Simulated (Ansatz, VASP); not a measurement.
**Hf3C2: VASP beside Ansatz**

```
CELL_PARAMETERS angstrom
3.30630 0.00000 0.00000
-1.65315 2.86334 0.00000
0.00000 0.00000 7.91969
ATOMIC_POSITIONS crystal
Hf 0.00000 0.00000 0.00000
Hf 0.33333 0.66667 0.67709
Hf 0.66667 0.33333 0.32291
C 0.33333 0.66667 0.17433
C 0.66667 0.33333 0.82567
```

Alike in both runs: functional PBE; k mesh 6 × 6 × 4; occupations gaussian, width 0.1 eV; no spin polarisation.

Ansatz relaxed the structure, and its values are those at the end. VASP's run is a single point on that final structure, the one shown.

|  | VASP | Ansatz |
| --- | --- | --- |
| version | VASP 6.6.1 | Ansatz 0.2.0 |
| potentials or method | VASP PAW PBE potentials, release 64 (Hf_pv, C), cutoff 520 eV | scalar-relativistic, plane waves, PAW |
| valence electrons in the cell | 38 | 86 |

```csv
,VASP,Ansatz,Ansatz less VASP
gap on the k mesh at the Fermi level (eV),none,none,-
pressure (GPa),-1.0,-0.3,+0.68
rms of the force components (eV/Å),0.030,0.009,-0.0202
```

A gap of «none» marks a metal or a gap that the smearing closes. VASP's potentials hold 38 valence electrons a cell and Ansatz's 86, so a difference there can come from the potentials and not from the codes.

The k mesh is coarse, so the values compare programs but aren't converged. Neither program's run includes spin-orbit coupling.
